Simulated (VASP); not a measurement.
# FePt4 (R-3m) in VASP: a series of runs

FePt4 is run at these levels: PBE; tasks: single point.

Program: VASP 6.6.1. These are calculated values, not measurements. Logs are shortened: lines on timing, memory, paths and dates and some standing lists are left out, and cuts for length are marked.

### Step 1. The cell of the first run

Symmetry: R-3m, No. 166, trigonal system. The conventional cell has a = 4.409 Å, b = 4.409 Å, c = 13.499 Å, α = 90.00°, β = 90.00°, γ = 120.00°. Within 3.6 Å of Fe (site symmetry -3m) lie 14 Pt at 2.70 to 3.12 Å. Pt (site symmetry 3m) has 11 Pt at 2.70 to 3.12 Å and 3 Fe at 2.70 Å within 3.6 Å. Pt (site symmetry 3m) has 10 Pt at 2.70 to 3.12 Å and 4 Fe at 2.70 to 3.12 Å within 3.6 Å.

### Step 2. Single point, PBE, collinear spin, ferromagnetic start

File INCAR:

```
PREC = Accurate
ENCUT = 520
EDIFF = 1E-6
ISMEAR = 0
SIGMA = 0.1
LREAL = False
LASPH = True
NELM = 150
ALGO = Fast
ISIF = 2
LWAVE = False
LCHARG = False
ISPIN = 2
MAGMOM = 4 0 0 0 0
LORBIT = 11
LMAXMIX = 4
GGA = PE
NBANDS = 36
```

File KPOINTS:

```
Automatic mesh
0
Gamma
  6 6 6
```

File POSCAR:

```
FePt4
1.0
    2.2043028200      1.2726548300      4.4995143000
   -2.2043028200      1.2726548300      4.4995143000
    0.0000000000     -2.5453096600      4.4995143000
Fe Pt
1 4
Direct
    0.0000000000      0.0000000000      0.0000000000
    0.6000000000      0.6000000000      0.6000000000
    0.8000000000      0.8000000000      0.8000000000
    0.2000000000      0.2000000000      0.2000000000
    0.4000000000      0.4000000000      0.4000000000
```

Potentials or basis: VASP PAW PBE potentials, release 64 (Fe, Pt).

On the command line:

```bash
$ cat potpaw_PBE.64/Fe/POTCAR potpaw_PBE.64/Pt/POTCAR > POTCAR
$ mpirun -np 1 vasp_std > vasp.out
```

OUTCAR:

```text
PREC = Accurate
   ENCUT = 520
   EDIFF = 1E-6
   ISMEAR = 0
   LREAL = False
   LASPH = True
   NELM = 150
   ISIF = 2
   ISPIN = 2
   LORBIT = 11
   GGA = PE

 ion  position               nearest neighbor table
   1  0.000  0.000  0.000-   2 2.70   2 2.70   5 2.70   5 2.70   3 2.70   4 2.70   2 2.70   5 2.70
                             4 3.12   3 3.12   4 3.12   3 3.12   4 3.12   3 3.12
   2  0.600  0.600  0.600-   4 2.70   4 2.70   1 2.70   1 2.70   3 2.70   5 2.70   4 2.70   1 2.70
                             5 3.12   5 3.12   3 3.12   3 3.12   5 3.12   3 3.12
   3  0.800  0.800  0.800-   5 2.70   5 2.70   4 2.70   4 2.70   2 2.70   1 2.70   5 2.70   4 2.70
                             1 3.12   1 3.12   2 3.12   2 3.12   1 3.12   2 3.12
   4  0.200  0.200  0.200-   2 2.70   2 2.70   3 2.70   3 2.70   5 2.70   1 2.70   2 2.70   3 2.70
                             1 3.12   1 3.12   5 3.12   5 3.12   1 3.12   5 3.12
   5  0.400  0.400  0.400-   1 2.70   1 2.70   3 2.70   3 2.70   4 2.70   2 2.70   1 2.70   3 2.70
                             2 3.12   2 3.12   4 3.12   4 3.12   2 3.12   4 3.12

  LATTYP: Found a trigonal (rhomboedric) cell.
 ALAT       =     5.1695483530
 COS(alpha) =     0.6363636364

  Lattice vectors:

 A1 = (   2.2043028200,   1.2726548300,   4.4995143000)
 A2 = (  -2.2043028200,   1.2726548300,   4.4995143000)
 A3 = (   0.0000000000,  -2.5453096600,   4.4995143000)

Analysis of symmetry for initial positions (statically):
=====================================================================
 Subroutine PRICEL returns:
 Original cell was already a primitive cell.

 Routine SETGRP: Setting up the symmetry group for a
 trigonal (rhombohedral) supercell.

 Subroutine GETGRP returns: Found 12 space group operations
 (whereof 12 operations were pure point group operations)
 out of a pool of 12 trial point group operations.

The static configuration has the point symmetry D_3d.

Analysis of symmetry for dynamics (positions and initial velocities):
=====================================================================
 Subroutine PRICEL returns:
 Original cell was already a primitive cell.

 Routine SETGRP: Setting up the symmetry group for a
 trigonal (rhombohedral) supercell.

 Subroutine GETGRP returns: Found 12 space group operations
 (whereof 12 operations were pure point group operations)
 out of a pool of 12 trial point group operations.

The dynamic configuration has the point symmetry D_3d.

Analysis of structural, dynamic, and magnetic symmetry:
=====================================================================
 Subroutine PRICEL returns:
 Original cell was already a primitive cell.

 Routine SETGRP: Setting up the symmetry group for a
[... 149 lines left out ...]
 NGX is ok and might be reduce to    40
   NGX = 19   NGY = 19   NGZ = 19

 number of electron      48.0000004 magnetization       3.5279250

 Free energy of the ion-electron system (eV)
  ---------------------------------------------------
  ext. energy  EPLUGINS =         0.00000000
  ---------------------------------------------------
  free energy    TOTEN  =       -32.53422839 eV

  energy without entropy =      -32.50747148  energy(sigma->0) =      -32.52084994

 E-fermi :   9.5941     XC(G=0): -13.0815

 val. band max:        9.5861164642   @ k =   0.5000   0.3333   0.0000
 cond. band min:       9.5969665716   @ k =  -0.3333  -0.3333   0.1667
 fundamental gap:      0.0108501074
 Fermi energy:         9.5941075265

 spin component 1

 k-point     1 :       0.0000    0.0000    0.0000
  band No.  band energies     occupation
      1       0.0460      1.00000
      2       4.3955      1.00000
      3       4.3955      1.00000
      4       4.6739      1.00000
      5       4.6739      1.00000
      6       4.8312      1.00000
[... 925 lines left out ...]
     35      21.2136      0.00000
     36      21.6676      0.00000

 [... further k-points ...]

 spin component 2

 k-point     1 :       0.0000    0.0000    0.0000
  band No.  band energies     occupation
      1       0.1150      1.00000
      2       4.4427      1.00000
      3       4.4427      1.00000
      4       4.7574      1.00000
      5       4.7574      1.00000
      6       5.2991      1.00000
[... 925 lines left out ...]
     35      21.5829      0.00000
     36      21.8537      0.00000

 [... further k-points ...]

------------------------ aborting loop because EDIFF is reached ----------------------------------------

  FORCE on cell =-STRESS in cart. coord.  units (eV):
  Direction    XX          YY          ZZ          XY          YZ          ZX
  --------------------------------------------------------------------------------------
  -------------------------------------------------------------------------------------
  Total        1.2358653      1.2358653      1.1839368     -0.0000000      0.0000000      0.0000000
  in kB       26.1446562     26.1446564     25.0461123     -0.0000000      0.0000000      0.0000000
  external PRESSURE =      25.7784750 kB  Pullay stress =       0.0000000 kB

 VOLUME and BASIS-vectors are now :
 -----------------------------------------------------------------------------
  energy-cutoff  :      520.00
  volume of cell :       75.74
      direct lattice vectors                 reciprocal lattice vectors
     2.204302820  1.272654830  4.499514300     0.226829089  0.130959835  0.074082070
    -2.204302820  1.272654830  4.499514300    -0.226829089  0.130959835  0.074082070
     0.000000000 -2.545309660  4.499514300     0.000000000 -0.261919670  0.074082070

 POSITION                                       TOTAL-FORCE (eV/Angst)
 -----------------------------------------------------------------------------------
      0.00000      0.00000      0.00000         0.000000      0.000000     -0.000000
      0.00000      0.00000      8.09913        -0.000000     -0.000000      0.371779
      0.00000      0.00000     10.79883        -0.000000      0.000000      0.455103
      0.00000      0.00000      2.69971        -0.000000     -0.000000     -0.455103
      0.00000      0.00000      5.39942        -0.000000      0.000000     -0.371779
 -----------------------------------------------------------------------------------
    total drift:                               -0.000000      0.000000     -0.000000

  FREE ENERGIE OF THE ION-ELECTRON SYSTEM (eV)
  ---------------------------------------------------
  free  energy   TOTEN  =       -32.5342283879 eV

  energy  without entropy=      -32.5074714838  energy(sigma->0) =      -32.52084994

 total charge

# of ion       s       p       d       tot
------------------------------------------
    1        0.378   0.392   6.044   6.815
    2        0.650   0.554   8.073   9.277
    3        0.650   0.581   8.071   9.302
    4        0.650   0.581   8.071   9.302
    5        0.650   0.554   8.073   9.277
--------------------------------------------------
tot          2.979   2.661  38.333  43.973

 magnetization (x)

# of ion       s       p       d       tot
------------------------------------------
    1        0.020   0.015   3.092   3.127
    2       -0.012  -0.016   0.141   0.113
    3       -0.005  -0.008   0.077   0.064
    4       -0.005  -0.008   0.077   0.064
    5       -0.012  -0.016   0.141   0.113
--------------------------------------------------
tot         -0.014  -0.033   3.528   3.481
```

OSZICAR:

```text
N       E                     dE             d eps       ncg     rms          rms(c)
DAV:   1     0.360783523317E+03    0.36078E+03   -0.22912E+04  4648   0.139E+03
DAV:   2    -0.128314158074E+02   -0.37361E+03   -0.34148E+03  4816   0.327E+02
DAV:   3    -0.354096736306E+02   -0.22578E+02   -0.20647E+02  5184   0.840E+01
DAV:   4    -0.358941301946E+02   -0.48446E+00   -0.48168E+00  5164   0.120E+01
DAV:   5    -0.359061275264E+02   -0.11997E-01   -0.11996E-01  5480   0.200E+00    0.279E+01
RMM:   6    -0.525543424799E+02   -0.16648E+02   -0.44268E+01  5179   0.516E+01    0.622E+01
RMM:   7    -0.325813007730E+02    0.19973E+02   -0.10123E+01  4629   0.273E+01    0.109E+01
RMM:   8    -0.329123777703E+02   -0.33108E+00   -0.20842E+00  4634   0.792E+00    0.109E+01
RMM:   9    -0.326014496370E+02    0.31093E+00   -0.25123E-01  4796   0.429E+00    0.491E+00
RMM:  10    -0.325396717626E+02    0.61778E-01   -0.44108E-02  4866   0.116E+00    0.224E+00
RMM:  11    -0.325352646547E+02    0.44071E-02   -0.31676E-02  4952   0.104E+00    0.135E+00
RMM:  12    -0.325345041069E+02    0.76055E-03   -0.21954E-03  5069   0.359E-01    0.552E-01
RMM:  13    -0.325338602325E+02    0.64387E-03   -0.14765E-03  5042   0.203E-01    0.366E-01
RMM:  14    -0.325341450803E+02   -0.28485E-03   -0.22335E-04  5218   0.116E-01    0.238E-01
RMM:  15    -0.325342215641E+02   -0.76484E-04   -0.93530E-05  5285   0.615E-02    0.107E-01
RMM:  16    -0.325342276928E+02   -0.61287E-05   -0.28700E-05  5651   0.321E-02    0.387E-02
RMM:  17    -0.325342283879E+02   -0.69506E-06   -0.83151E-06  4859   0.167E-02
   1 F= -.32534228E+02 E0= -.32520850E+02  d E =-.267569E-01  mag=     3.5275
```

Wall time 7 min (1 thread of Oxide Virtual Turin-like, shared host); peak memory 0.33 GiB.

What came out:

```
Free energy                                           : -32.5342 eV
Pressure                                              : 2.6 GPa
Largest force                                         : 0.455 eV/Å
Net moment                                            : 3.53 μB per cell
Site moments                                          : Fe +3.13; Pt +0.11, +0.06 (each value once) μB
Valence electrons inside the program's atomic spheres : Fe 6.82; Pt 9.28, 9.30 (each value once)
```

Forces on the atoms (eV/Å):
```
Fe   0.000  0.000  0.000
Pt   0.000  0.000  0.372
Pt   0.000  0.000  0.455
Pt   0.000  0.000 -0.455
Pt   0.000  0.000 -0.372
```

Stress tensor (GPa, compression positive):
```
2.61 0.00 0.00
0.00 2.61 0.00
0.00 0.00 2.50
```

Caveat: spin-orbit coupling is left out, which moves the levels of the heavy elements.

### Step 3. Single point, PBE, collinear spin, ferromagnetic start

This run uses another cell than the first one, of 15.31 Å³/atom.

File INCAR:

```
PREC = Accurate ; ENCUT = 520
EDIFF = 1E-7 ; ISMEAR = 0
SIGMA = 0.1 ; LREAL = F
LASPH = T ; NELM = 150
ALGO = Normal ; ISIF = 2
LWAVE = F ; LCHARG = F
ISPIN = 2 ; MAGMOM = 4 0 0 0 0
LORBIT = 11 ; LMAXMIX = 4
GGA = PE ; NBANDS = 36
```

KPOINTS is that of step 2.

File POSCAR:

```
FePt4
1.0
    2.2118853017      1.2770325744      4.5163180858
   -2.2118853017      1.2770325744      4.5163180858
    0.0000000000     -2.5540651488      4.5163180858
Fe Pt
1 4
Direct
    0.0000000000      0.0000000000      0.0000000000
    0.6043010187      0.6043010187      0.6043010187
    0.8057307463      0.8057307463      0.8057307463
    0.1942692537      0.1942692537      0.1942692537
    0.3956989813      0.3956989813      0.3956989813
```

Potentials or basis: VASP PAW PBE potentials, release 64 (Fe, Pt).

On the command line:

```bash
$ cat potpaw_PBE.64/Fe/POTCAR potpaw_PBE.64/Pt/POTCAR > POTCAR
$ mpirun -np 1 vasp_std > vasp.out
```

Run time: 6.8 min. Hardware: 1 thread of Oxide Virtual Turin-like, shared host; peak memory 0.33 GiB.

It converged, with:

* Free energy: -32.5946 eV
* Pressure: -0.4 GPa
* Largest force: 0.011 eV/Å
* Net moment: 3.51 μB per cell
* Site moments: Fe +3.13; Pt +0.12, +0.04 (each value once) μB
* Valence electrons inside the program's atomic spheres: Fe 6.84; Pt 9.21, 9.29 (each value once)

Forces in eV/Å, atoms in the order of the input:
```
Fe   0.000  0.000  0.000
Pt   0.000  0.000 -0.003
Pt   0.000  0.000 -0.011
Pt   0.000  0.000  0.011
Pt   0.000  0.000  0.003
```

Stress tensor (GPa, compression positive):
```
-0.45  0.00  0.00
 0.00 -0.45  0.00
 0.00  0.00 -0.27
```

Levels at points of the mesh, in eV from the Fermi level:
Spin up:
```
           k point  band 23  band 24  band 25  band 26  band 27  band 28  band 29  band 30
(0.00, 0.00, 0.00)    -0.74    -0.74    -0.28    -0.28     3.52     4.29     6.70     6.71
(0.50, 0.00, 0.00)    -0.72    -0.63    -0.39    -0.23     0.12     0.50     5.18     5.37
(0.50, 0.50, 0.00)    -0.68    -0.62    -0.39     0.07     0.48     0.61     1.09     1.70
(0.50, 0.50, 0.50)    -0.52    -0.52     0.01     0.01     0.10     5.47     5.64     7.07
```
Spin down:
```
           k point  band 18  band 19  band 20  band 21  band 22  band 23  band 24  band 25  band 26  band 27
(0.00, 0.00, 0.00)    -1.02    -0.66    -0.66    -0.22    -0.22     0.48     0.48     0.89     0.89     4.30
(0.50, 0.00, 0.00)    -1.07    -0.82    -0.72    -0.30    -0.18     0.09     0.20     0.36     0.79     1.03
(0.50, 0.50, 0.00)    -0.87    -0.83    -0.56    -0.50     0.08     0.15     0.67     0.70     0.87     1.11
(0.50, 0.50, 0.50)    -0.80    -0.80    -0.56    -0.44    -0.44     0.90     0.90     0.96     0.96     0.96
```

Caveat: spin-orbit coupling is left out, which moves the levels of the heavy elements.
